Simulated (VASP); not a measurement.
# PtSe2 (P-3m1) in VASP: further runs, part 2 of 2

VASP 6.6.1. Earlier steps stand in the parts before.

**5. Single point, PBEsol**

The input, INCAR:

```
SYSTEM = PtSe2
PREC = Accurate
ENCUT = 520
EDIFF = 1E-7
ISMEAR = -1
SIGMA = 0.05
LREAL = .FALSE.
LASPH = .TRUE.
NELM = 100
ALGO = Normal
ISIF = 2
LWAVE = .FALSE.
LCHARG = .FALSE.
GGA = PS
NBANDS = 18
```

The input, KPOINTS:

```
Automatic mesh
0
G
  8 8 5
  0 0 0
```

The input, POSCAR:

```
PtSe2
1.0
    3.7570289107      0.0000000000      0.0000000000
   -1.8785144553      3.2536824794      0.0000000000
    0.0000000000      0.0000000000      4.8530890326
Pt Se
1 2
Direct
    0.0000000000      0.0000000000      0.0000000000
    0.6666666667      0.3333333333      0.7380278981
    0.3333333333      0.6666666667      0.2619721019
```

Potentials or basis: VASP PAW PBE potentials, release 64 (Pt, Se).

Started as:

```bash
$ cat potpaw_PBE.64/Pt/POTCAR potpaw_PBE.64/Se/POTCAR > POTCAR
$ mpirun -np 1 vasp_std > vasp.out
```

OUTCAR:

```text
SYSTEM = PtSe2
   PREC = Accurate
   ENCUT = 520
   EDIFF = 1E-7
   ISMEAR = -1
   LREAL = .FALSE.
   LASPH = .TRUE.
   NELM = 100
   ISIF = 2
   GGA = PS

 ion  position               nearest neighbor table
   1  0.000  0.000  0.000-   2 2.51   3 2.51   3 2.51   2 2.51   2 2.51   3 2.51
   2  0.667  0.333  0.738-   1 2.51   1 2.51   1 2.51
   3  0.333  0.667  0.262-   1 2.51   1 2.51   1 2.51

  LATTYP: Found a hexagonal cell.
 ALAT       =     3.7570289107
 C/A-ratio  =     1.2917358764

  Lattice vectors:

[... 193 lines left out ...]
      6       2.7491      2.00000
[... 481 lines left out ...]
      5       0.8733      2.00000
      6       1.7567      2.00000
[... 10 lines left out ...]
     17      14.7530      0.00000
     18      15.7154      0.00000

 [... further k-points ...]
[... 5 lines left out ...]
  --------------------------------------------------------------------------------------
  -------------------------------------------------------------------------------------
  Total        0.0755246      0.0755246      0.0532854      0.0000000      0.0000000     -0.0000000
  in kB        2.0396752      2.0396752      1.4390674      0.0000000      0.0000000     -0.0000000
  external PRESSURE =       1.8394726 kB  Pullay stress =       0.0000000 kB

 VOLUME and BASIS-vectors are now :
 -----------------------------------------------------------------------------
  energy-cutoff  :      520.00
  volume of cell :       59.33
      direct lattice vectors                 reciprocal lattice vectors
     3.757028911  0.000000000  0.000000000     0.266167768  0.153672033  0.000000000
    -1.878514455  3.253682479  0.000000000     0.000000000  0.307344065  0.000000000
     0.000000000  0.000000000  4.853089033     0.000000000  0.000000000  0.206054328

 POSITION                                       TOTAL-FORCE (eV/Angst)
 -----------------------------------------------------------------------------------
      0.00000      0.00000      0.00000        -0.000000      0.000000      0.000000
      1.87851      1.08456      3.58172         0.000000     -0.000000     -0.029928
     -0.00000      2.16912      1.27137        -0.000000      0.000000      0.029928
 -----------------------------------------------------------------------------------
    total drift:                               -0.000000      0.000000      0.000000

  FREE ENERGIE OF THE ION-ELECTRON SYSTEM (eV)
  ---------------------------------------------------
  free  energy   TOTEN  =       -15.9119381138 eV

  energy  without entropy=      -15.9076278618  energy(sigma->0) =      -15.90978299
```

It took 1.7 min on 1 thread of Intel Xeon 8259CL, shared host; peak memory 0.2 GiB.

Results:

- Free energy: -15.9119 eV
- Pressure: 0.2 GPa
- Largest force: 0.030 eV/Å
- Band gap on the k mesh: zero (bands 11 and 12 overlap by 0.77 eV)

Forces on the atoms (eV/Å):
```
Pt   0.000  0.000  0.000
Se   0.000  0.000 -0.030
Se   0.000  0.000  0.030
```

Levels at points of the mesh, in eV from the Fermi level:
```tsv
k point	band 8	band 9	band 10	band 11	band 12	band 13	band 14	band 15
(0.00, 0.00, 0.00)	-2.53	-1.06	-1.06	0.72	1.13	1.13	3.21	4.03
(0.50, 0.00, 0.00)	-3.75	-3.41	-3.35	-2.98	0.48	2.47	4.90	5.94
```

Caveat: the PAW data sets were made with another functional, which shifts forces and pressure a little; spin-orbit coupling is left out, which moves the levels of the heavy elements.

**6. Single point, PBEsol**

The input, INCAR:

```
SYSTEM = PtSe2
  ALGO = Normal
  EDIFF = 1E-6
  ENCUT = 520
  GGA = PS
  ISIF = 2
  ISMEAR = -1
  LASPH = .TRUE.
  LCHARG = .FALSE.
  LREAL = .FALSE.
  LWAVE = .FALSE.
  NBANDS = 18
  NELM = 80
  PREC = Accurate
  SIGMA = 0.05
```

The input, KPOINTS:

```
k-points
0
G
  8 8 5
  0 0 0
```

The input, POSCAR:

```
PtSe2
1.0
    3.7582736051      0.0000000000      0.0000000000
   -1.8791368026      3.2547604164      0.0000000000
    0.0000000000      0.0000000000      4.8526014122
Pt Se
1 2
Direct
    0.0000000000      0.0000000000      0.0000000000
    0.6666666667      0.3333333333      0.7378584484
    0.3333333333      0.6666666667      0.2621415516
```

Potentials or basis: VASP PAW PBE potentials, release 64 (Pt, Se).

Started as:

```bash
$ cat potpaw_PBE.64/Pt/POTCAR potpaw_PBE.64/Se/POTCAR > POTCAR
$ mpirun -np 1 vasp_std > vasp.out
```

It took 76 s on 1 thread of Intel Xeon 8259CL, shared host; peak memory 0.2 GiB.

The run converged. Its results:

```
Free energy            : -15.9120 eV
Pressure               : 0.0 GPa
Largest force          : 0.015 eV/Å
Band gap on the k mesh : zero (bands 11 and 12 overlap by 0.78 eV)
```

Forces on the atoms (eV/Å):
```
Pt   0.000  0.000  0.000
Se   0.000  0.000 -0.015
Se   0.000  0.000  0.015
```

Levels at points of the mesh, in eV from the Fermi level:
```
           k point  band 7  band 8  band 9  band 10  band 11  band 12  band 13  band 14  band 15  band 16
(0.00, 0.00, 0.00)   -3.90   -2.53   -1.06    -1.06     0.72     1.13     1.13     3.21     4.02     7.17
(0.50, 0.00, 0.00)   -3.85   -3.75   -3.41    -3.34    -2.98     0.48     2.47     4.90     5.95     6.92
```

Caveat: the PAW data sets were made with another functional, which shifts forces and pressure a little; spin-orbit coupling is left out, which moves the levels of the heavy elements.

**7. Summary**

```csv
cell,gap on the mesh (eV),pressure (GPa),largest force (eV/Å)
"a = 3.758, b = 3.758, c = 4.853 Å, angles 90.0, 90.0, 120.0°, 3 atoms",none,0.0,0.01
"a = 3.764, b = 3.764, c = 4.838 Å, angles 90.0, 90.0, 120.0°, 3 atoms",none,-0.5,0.08
"a = 3.758, b = 3.758, c = 4.843 Å, angles 90.0, 90.0, 120.0°, 3 atoms",none,0.2,0.02
"a = 3.757, b = 3.757, c = 4.853 Å, angles 90.0, 90.0, 120.0°, 3 atoms",none,0.2,0.03
```

Alike in all rows: task single point; level PBEsol; potentials or basis VASP PAW PBE potentials, release 64 (Pt, Se); no spin polarisation; k mesh 8 × 8 × 5; cutoff (eV) 520; smearing fermi-dirac 0.05 eV.

Caveats: the PAW data sets were made with another functional, which shifts forces and pressure a little; spin-orbit coupling is left out, which moves the levels of the heavy elements.

Total energies depend on the potentials used, so only differences within one code and one set of settings carry meaning.
